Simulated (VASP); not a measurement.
# Sc2AlP3 (P-4m2) in VASP: further runs

Sc2AlP3 is run at these levels: PBE; tasks: single point.

All numbers are computed with VASP 6.6.1; they aren't measurements. Logs are shortened: lines on timing, memory, paths and dates and some standing lists are left out, and cuts for length are marked.

### 1 The cell of the first run

Symmetry: P-4m2, No. 115, tetragonal system. The conventional cell has a = 4.191 Å, b = 4.191 Å, c = 6.112 Å, α = 90.00°, β = 90.00°, γ = 90.00°. Within 2.9 Å of Sc (site symmetry 2mm) lie 4 P at 2.16 to 2.52 Å and 2 Al at 2.67 Å. Al (site symmetry -4m2) has 4 Sc at 2.67 Å and 8 P at 3.17 Å within 3.5 Å. P (site symmetry 2mm) has 2 P at 1.92 to 2.27 Å and 2 Sc at 2.16 Å within 2.5 Å. Within 2.6 Å of P (site symmetry -4m2) lie 2 P at 1.92 Å and 4 Sc at 2.52 Å.

The cell was generated, and may not be a known phase.

### 2 Single point, PBE

INCAR

```
ALGO = Normal
EDIFF = 1E-7
ENCUT = 520
GGA = PE
ISIF = 2
ISMEAR = 0
LASPH = True
LCHARG = False
LREAL = False
LWAVE = False
NBANDS = 29
NELM = 100
PREC = Accurate
SIGMA = 0.1
```

KPOINTS

```
k-points
0
Gamma
  4 4 4
```

POSCAR

```
Sc2AlP3
1.0
    4.1911104600      0.0000000000      0.0000000000
    0.0000000000      4.1911104600      0.0000000000
    0.0000000000      0.0000000000      6.1123114500
Sc Al P
2 1 3
Direct
    0.0000000000      0.5000000000      0.7302540000
    0.5000000000      0.0000000000      0.2697460000
    0.0000000000      0.0000000000      0.0000000000
    0.5000000000      0.5000000000      0.8142279200
    0.5000000000      0.5000000000      0.1857720800
    0.5000000000      0.5000000000      0.5000000000
```

Potentials or basis: VASP PAW PBE potentials, release 64 (Sc_sv, Al, P).

Command:

```console
cat potpaw_PBE.64/Sc_sv/POTCAR potpaw_PBE.64/Al/POTCAR potpaw_PBE.64/P/POTCAR > POTCAR
mpirun -np 1 vasp_std > vasp.out
```

OUTCAR:

```text
EDIFF = 1E-7
   ENCUT = 520
   GGA = PE
   ISIF = 2
   ISMEAR = 0
   LASPH = True
   LREAL = False
   NELM = 100
   PREC = Accurate

 ion  position               nearest neighbor table
   1  0.000  0.500  0.730-   4 2.16   4 2.16   6 2.52   6 2.52   3 2.67   3 2.67
   2  0.500  0.000  0.270-   5 2.16   5 2.16   6 2.52   6 2.52   3 2.67   3 2.67
   3  0.000  0.000  0.000-   1 2.67   2 2.67   1 2.67   2 2.67
   4  0.500  0.500  0.814-   6 1.92   1 2.16   1 2.16   5 2.27
   5  0.500  0.500  0.186-   6 1.92   2 2.16   2 2.16   4 2.27
   6  0.500  0.500  0.500-   4 1.92   5 1.92   1 2.52   2 2.52   2 2.52   1 2.52

  LATTYP: Found a simple tetragonal cell.
 ALAT       =     4.1911104600
 C/A-ratio  =     1.4583990349

  Lattice vectors:

 A1 = (   4.1911104600,   0.0000000000,   0.0000000000)
 A2 = (   0.0000000000,   4.1911104600,   0.0000000000)
 A3 = (   0.0000000000,   0.0000000000,   6.1123114500)

Analysis of symmetry for initial positions (statically):
=====================================================================
 Subroutine PRICEL returns:
 Original cell was already a primitive cell.

 Routine SETGRP: Setting up the symmetry group for a
 simple tetragonal supercell.

 Subroutine GETGRP returns: Found  8 space group operations
 (whereof  8 operations were pure point group operations)
 out of a pool of 16 trial point group operations.

The static configuration has the point symmetry D_2d.

Analysis of symmetry for dynamics (positions and initial velocities):
=====================================================================
 Subroutine PRICEL returns:
 Original cell was already a primitive cell.

 Routine SETGRP: Setting up the symmetry group for a
 simple tetragonal supercell.

 Subroutine GETGRP returns: Found  8 space group operations
 (whereof  8 operations were pure point group operations)
 out of a pool of 16 trial point group operations.

The dynamic configuration has the point symmetry D_2d.

 Subroutine INISYM returns: Found  8 space group operations
 (whereof  8 operations are pure point group operations),
 and found     1 'primitive' translations

----------------------------------------------------------------------------------------

                                     Primitive cell

  volume of cell :     107.3652

  direct lattice vectors                    reciprocal lattice vectors
     4.191110460  0.000000000  0.000000000     0.238600249  0.000000000  0.000000000
     0.000000000  4.191110460  0.000000000     0.000000000  0.238600249  0.000000000
     0.000000000  0.000000000  6.112311450     0.000000000  0.000000000  0.163604229

  length of vectors
     4.191110460  4.191110460  6.112311450     0.238600249  0.238600249  0.163604229

  position of ions in fractional coordinates (direct lattice)
     0.000000000  0.500000000  0.730254000
     0.500000000  0.000000000  0.269746000
     0.000000000  0.000000000  0.000000000
     0.500000000  0.500000000  0.814227920
     0.500000000  0.500000000  0.185772080
     0.500000000  0.500000000  0.500000000

  ion indices of the primitive-cell ions
   primitive index   ion index
                 1           1
                 2           2
                 3           3
                 4           4
                 5           5
                 6           6

----------------------------------------------------------------------------------------

 KPOINTS: k-points

Automatic generation of k-mesh.
 Grid dimensions read from file:
 generate k-points for:    4    4    4

 Generating k-lattice:

  Cartesian coordinates                     Fractional coordinates (reciprocal lattice)
     0.059650062  0.000000000  0.000000000     0.250000000  0.000000000  0.000000000
     0.000000000  0.059650062  0.000000000     0.000000000  0.250000000  0.000000000
     0.000000000  0.000000000  0.040901057     0.000000000  0.000000000  0.250000000

  Length of vectors
     0.059650062  0.059650062  0.040901057

  Shift w.r.t. Gamma in fractional coordinates (k-lattice)
     0.000000000  0.000000000  0.000000000

 Subroutine IBZKPT returns following result:
 ===========================================

 Found     18 irreducible k-points:

 Following reciprocal coordinates:
            Coordinates               Weight
  0.000000  0.000000  0.000000      1.000000
  0.250000  0.000000  0.000000      4.000000
  0.500000  0.000000  0.000000      2.000000
  0.250000  0.250000  0.000000      4.000000
  0.500000  0.250000  0.000000      4.000000
  0.500000  0.500000  0.000000      1.000000
[... 10 lines left out ...]
  0.500000  0.250000  0.500000      4.000000
  0.500000  0.500000  0.500000      1.000000
   k-points           NKPTS =     18   k-points in BZ     NKDIM =     18   number of bands    NBANDS=     29
   number of dos      NEDOS =    301   number of ions     NIONS =      6
   total plane-waves  NPLWV =  49152
   dimension x,y,z NGX =    32 NGY =   32 NGZ =   48
   dimension x,y,z NGXF=    64 NGYF=   64 NGZF=   96
   ions per type =               2   1   3
   NGX,Y,Z   is equivalent  to a cutoff of  12.69, 12.69, 13.06 a.u.
   NGXF,Y,Z  is equivalent  to a cutoff of  25.39, 25.39, 26.11 a.u.
 SYSTEM =  unknown system
   PREC   = accura    normal or accurate (medium, high low for compatibility)
   ISTART =      0    job   : 0-new  1-cont  2-samecut
   ICHARG =      2    charge: 1-file 2-atom 10-const
   ISPIN  =      1    spin polarized calculation?
   LNONCOLLINEAR =      F non collinear calculations
   LSORBIT =      F    spin-orbit coupling
   LASPH  =      T    aspherical Exc in radial PAW
   ENCUT  =  520.0 eV  38.22 Ry    6.18 a.u.   7.79  7.79 11.36*2*pi/ulx,y,z
   NELM   =    100;   NELMIN=  2; NELMDL= -5     # of ELM steps
   EDIFF  = 0.1E-06   stopping-criterion for ELM
   LREAL  =      F    real-space projection
   EDIFFG = 0.1E-05   stopping-criterion for IOM
   NSW    =      0    number of steps for IOM
   IBRION =     -1    ionic relax: 0-MD 1-quasi-New 2-CG
   NFREE  =      0    steps in history (QN), initial steepest desc. (CG)
   ISIF   =      2    stress and relaxation
   ISYM   =      2    0-nonsym 1-usesym 2-fastsym
   POTIM  = 0.5000    time-step for ionic-motion
   TEBEG  =    0.0;   TEEND  =   0.0 temperature during run
   PSTRESS=    0.0 pullay stress
   NELECT =      40.0000    total number of electrons
   NUPDOWN=      -1.0000    fix difference up-down
   EMIN   =  10.00;   EMAX   =-10.00  energy-range for DOS
   EFERMI =   0.00;   METHOD = LEGACY
   ISMEAR =     0;   SIGMA  =   0.10  broadening in eV -4-tet -1-fermi 0-gaus
   EFERMI_NEDOS =   21; number of points for ismear=-14 and -15
   IALGO  =     38    algorithm
   IMIX   =      4    mixing-type and parameters
     AMIX     =   0.40;   BMIX     =  1.00
     AMIX_MAG =   1.60;   BMIX_MAG =  1.00
  volume/ion in A,a.u.               =      17.89       120.76
  Fermi-wavevector in a.u.,A,eV,Ry     =   1.177986  2.226071 18.880150  1.387652
  Thomas-Fermi vector in A             =   2.314323
   LORBIT       =      0    0 simple, 1 ext, 2 COOP (PROOUT), +10 PAW based schemes
   GGA     = PE    functional components
   LHFCALC =     F    Hartree Fock is set to
   AEXX    =    0.0000 exact exchange contribution
   IVDW    =     0    specifies the selected vdW correction
   LEPSILON=     F    determine dielectric tensor
   LRPA    =     F    only Hartree local field effects (RPA)
 non-spin polarized calculation
 Gauss-broadening in eV      SIGMA  =   0.10
  energy-cutoff  :      520.00
  volume of cell :      107.37
 maximum number of plane-waves:      2920
 NGX is ok and might be reduce to    32
   NGX = 15   NGY = 15   NGZ = 23

 number of electron      39.9999999 magnetization

 Free energy of the ion-electron system (eV)
  ---------------------------------------------------
  ext. energy  EPLUGINS =         0.00000000
  ---------------------------------------------------
  free energy    TOTEN  =       -26.72349431 eV

  energy without entropy =      -26.70407017  energy(sigma->0) =      -26.71378224

 E-fermi :   6.2085     XC(G=0): -10.1785

 val. band max:        6.1510023044   @ k =   0.5000   0.5000   0.2500
 cond. band min:       6.2213690876   @ k =   0.0000   0.0000   0.5000
 fundamental gap:      0.0703667832
 Fermi energy:         6.2085357571

 k-point     1 :       0.0000    0.0000    0.0000
  band No.  band energies     occupation
      1     -42.1341      2.00000
      2     -42.1302      2.00000
      3     -21.1475      2.00000
      4     -21.1475      2.00000
      5     -20.9784      2.00000
      6     -20.9268      2.00000
[... 21 lines left out ...]
     28      10.1808      0.00000
     29      11.3339      0.00000

 k-point     2 :       0.2500    0.0000    0.0000
  band No.  band energies     occupation
      1     -42.1327      2.00000
      2     -42.1296      2.00000
      3     -21.2032      2.00000
      4     -21.1464      2.00000
      5     -20.9680      2.00000
      6     -20.9331      2.00000
[... 21 lines left out ...]
     28      10.3371      0.00000
     29      10.7100      0.00000

 k-point     3 :       0.5000    0.0000    0.0000
  band No.  band energies     occupation
      1     -42.1314      2.00000
      2     -42.1289      2.00000
      3     -21.2578      2.00000
      4     -21.1454      2.00000
      5     -20.9498      2.00000
      6     -20.9462      2.00000
[... 21 lines left out ...]
     28      10.3898      0.00000
     29      11.1906      0.00000

 k-point     4 :       0.2500    0.2500    0.0000
  band No.  band energies     occupation
      1     -42.1311      2.00000
      2     -42.1292      2.00000
      3     -21.2183      2.00000
      4     -21.1854      2.00000
      5     -20.9599      2.00000
      6     -20.9346      2.00000
[... 405 lines left out ...]
     28       9.9735      0.00000
     29      10.8861      0.00000

 k-point    17 :       0.5000    0.2500    0.5000
  band No.  band energies     occupation
      1     -42.1297      2.00000
      2     -42.1285      2.00000
      3     -21.2591      2.00000
      4     -21.1987      2.00000
      5     -20.9521      2.00000
      6     -20.9446      2.00000
[... 21 lines left out ...]
     28      10.0978      0.00000
     29      10.4196      0.00000

 k-point    18 :       0.5000    0.5000    0.5000
  band No.  band energies     occupation
      1     -42.1281      2.00000
      2     -42.1281      2.00000
      3     -21.2691      2.00000
      4     -21.2400      2.00000
      5     -20.9416      2.00000
      6     -20.9416      2.00000
[... 21 lines left out ...]
     28      10.9080      0.00000
     29      11.3439      0.00000

------------------------ aborting loop because EDIFF is reached ----------------------------------------

  FORCE on cell =-STRESS in cart. coord.  units (eV):
  Direction    XX          YY          ZZ          XY          YZ          ZX
  --------------------------------------------------------------------------------------
  -------------------------------------------------------------------------------------
  Total       25.4467409     25.4467409     37.0970708      0.0000000      0.0000000      0.0000000
  in kB      379.7336295    379.7336295    553.5878016      0.0000000      0.0000000      0.0000000
  external PRESSURE =     437.6850202 kB  Pullay stress =       0.0000000 kB

 VOLUME and BASIS-vectors are now :
 -----------------------------------------------------------------------------
  energy-cutoff  :      520.00
  volume of cell :      107.37
      direct lattice vectors                 reciprocal lattice vectors
     4.191110460  0.000000000  0.000000000     0.238600249  0.000000000  0.000000000
     0.000000000  4.191110460  0.000000000     0.000000000  0.238600249  0.000000000
     0.000000000  0.000000000  6.112311450     0.000000000  0.000000000  0.163604229

 POSITION                                       TOTAL-FORCE (eV/Angst)
 -----------------------------------------------------------------------------------
      0.00000      2.09556      4.46354        -0.000000      0.000000     -3.757074
      2.09556      0.00000      1.64877        -0.000000      0.000000      3.757074
      0.00000      0.00000      0.00000        -0.000000      0.000000      0.000000
      2.09556      2.09556      4.97681        -0.000000     -0.000000      6.357653
      2.09556      2.09556      1.13550         0.000000     -0.000000     -6.357653
      2.09556      2.09556      3.05616        -0.000000      0.000000      0.000000
 -----------------------------------------------------------------------------------
    total drift:                                0.000000      0.000000     -0.000000

  FREE ENERGIE OF THE ION-ELECTRON SYSTEM (eV)
  ---------------------------------------------------
  free  energy   TOTEN  =       -26.7234943098 eV

  energy  without entropy=      -26.7040701712  energy(sigma->0) =      -26.71378224
```

Run time: 33 s. Hardware: 1 thread of AMD EPYC 9R45 (Zen 5), shared host; peak memory 0.2 GiB.

What came out:

```
Free energy            : -26.7235 eV
Pressure               : 43.8 GPa
Largest force          : 6.358 eV/Å
Band gap on the k mesh : zero (bands 20 and 21 overlap by 0.55 eV)
```

Forces on the atoms (eV/Å):
```
Sc   0.000  0.000 -3.757
Sc   0.000  0.000  3.757
Al   0.000  0.000  0.000
P    0.000  0.000  6.358
P    0.000  0.000 -6.358
P    0.000  0.000  0.000
```

Levels at points of the mesh, in eV from the Fermi level:
| k point | band 18 | band 19 | band 20 | band 21 | band 22 | band 23 |
| --- | --- | --- | --- | --- | --- | --- |
| (0.00, 0.00, 0.00) | -0.94 | -0.42 | -0.42 | -0.26 | 0.95 | 1.55 |
| (0.50, 0.00, 0.00) | -1.15 | -0.95 | -0.58 | -0.17 | 0.97 | 1.18 |
| (0.50, 0.50, 0.00) | -1.95 | -1.95 | 0.29 | 0.35 | 0.42 | 1.42 |
| (0.00, 0.00, 0.50) | -1.97 | 0.01 | 0.01 | 1.38 | 1.39 | 1.54 |
| (0.50, 0.00, 0.50) | -0.48 | -0.39 | -0.24 | 0.52 | 1.47 | 1.68 |
| (0.50, 0.50, 0.50) | -0.63 | -0.63 | -0.21 | 0.87 | 1.47 | 1.47 |

Caveat: the k points lie up to 0.37 Å⁻¹ apart, too coarse for converged energies and pressures of a metal; forces of over 1 eV/Å act on the atoms, so gaps and moduli don't describe the material at rest.

### 3 Single point, PBE

This run uses another cell than the first one, of 21.85 Å³/atom.

INCAR

```
SYSTEM = Sc2AlP3
PREC = Accurate
ENCUT = 520
EDIFF = 1E-6
ISMEAR = 0
SIGMA = 0.1
LREAL = .FALSE.
LASPH = .TRUE.
NELM = 80
ALGO = Normal
ISIF = 2
LWAVE = .FALSE.
LCHARG = .FALSE.
GGA = PE
NBANDS = 29
```

KPOINTS

```
Automatic mesh
0
G
  4 4 4
  0 0 0
```

POSCAR

```
Sc2AlP3
1.0
    3.8513273094      0.0000000000      0.0000000000
    0.0000000000      3.8513273094      0.0000000000
    0.0000000000      0.0000000000      8.8381823485
Sc Al P
2 1 3
Direct
    0.0000000000      0.5000000000      0.6898552391
    0.5000000000      0.0000000000      0.3101447609
    0.0000000000      0.0000000000      0.0000000000
    0.5000000000      0.5000000000      0.8802219388
    0.5000000000      0.5000000000      0.1197780612
    0.5000000000      0.5000000000      0.5000000000
```

Potentials or basis: VASP PAW PBE potentials, release 64 (Sc_sv, Al, P).

Command:

```console
cat potpaw_PBE.64/Sc_sv/POTCAR potpaw_PBE.64/Al/POTCAR potpaw_PBE.64/P/POTCAR > POTCAR
mpirun -np 1 vasp_std > vasp.out
```

Run time: 46 s. Hardware: 1 thread of AMD EPYC 9R45 (Zen 5), shared host; peak memory 0.23 GiB.

It converged, with:

```yaml
Free_energy: -34.6744 eV
Pressure: 0.0 GPa
Largest_force: 0.086 eV/Å
Band_gap_on_the_k_mesh: zero (bands 20 and 21 overlap by 1.12 eV)
```

Forces on the atoms (eV/Å):
```
Sc   0.000  0.000  0.000
Sc   0.000  0.000  0.000
Al   0.000  0.000  0.000
P    0.000  0.000  0.086
P    0.000  0.000 -0.086
P    0.000  0.000  0.000
```

Levels at points of the mesh, in eV from the Fermi level:
| k point | band 17 | band 18 | band 19 | band 20 | band 21 | band 22 | band 23 | band 24 |
| --- | --- | --- | --- | --- | --- | --- | --- | --- |
| (0.00, 0.00, 0.00) | -1.47 | -1.47 | -0.57 | -0.35 | -0.35 | -0.11 | 0.96 | 1.16 |
| (0.50, 0.00, 0.00) | -2.30 | -1.46 | 0.06 | 0.47 | 0.67 | 1.22 | 1.26 | 1.53 |
| (0.50, 0.50, 0.00) | -2.72 | -2.23 | -2.23 | -2.02 | -0.58 | 0.23 | 1.79 | 1.79 |
| (0.00, 0.00, 0.50) | -1.53 | -1.14 | -1.13 | -0.20 | -0.16 | -0.16 | 0.22 | 1.94 |
| (0.50, 0.00, 0.50) | -1.67 | -0.93 | -0.34 | 0.04 | 0.36 | 0.98 | 1.44 | 1.63 |
| (0.50, 0.50, 0.50) | -3.27 | -1.86 | -1.35 | -1.35 | -0.64 | 0.42 | 1.00 | 1.00 |

Caveat: the k points lie up to 0.41 Å⁻¹ apart, too coarse for converged energies and pressures of a metal.

The gap in the log of VASP goes by the Fermi energy; the results here count the filled bands.